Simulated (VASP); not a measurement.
Input of a VASP 6.6.1 run:

INCAR

```
PREC     = Accurate       # precision mode
ENCUT    = 520            # plane-wave cutoff, eV
EDIFF    = 1E-7           # SCF threshold, eV
ISMEAR   = -1             # smearing method
SIGMA    = 0.1            # smearing width, eV
LREAL    = False          # projectors in reciprocal space
LASPH    = True           # aspherical terms in the spheres
NELM     = 100            # most SCF steps
ALGO     = Normal         # electronic algorithm
ISIF     = 2              # what is computed and relaxed
LWAVE    = False          # write WAVECAR
LCHARG   = True           # write CHGCAR
LELF     = True           # ELF
LVHAR    = True         
NBANDS   = 10             # bands
```

File KPOINTS:

```
Automatic mesh
0
Gamma
  8 8 12
```

File POSCAR:

```
Mg
1.0
    4.8677228917      0.0000000000      0.0000000000
   -2.4338614458      4.2155716828      0.0000000000
    0.0000000000      0.0000000000      2.9497472708
Mg
3
Direct
    1.0000000000      0.0000000000      0.0000000000
    0.3333333333      0.6666666667      0.5000000000
    0.6666666667      0.3333333333      0.5000000000
```

Potentials or basis: VASP PAW LDA potentials, release 64 (Mg).

Command:

```bash
$ cat potpaw_LDA.64/Mg/POTCAR > POTCAR
$ mpirun -np 1 vasp_std > vasp.out
```

Q: Estimate the band gap on the k mesh.

A: Zero (band 3 reaches 7.01 eV, above the bottom of band 4 at 2.22 eV).

Q: Estimate the pressure.

A: 3.3 GPa.
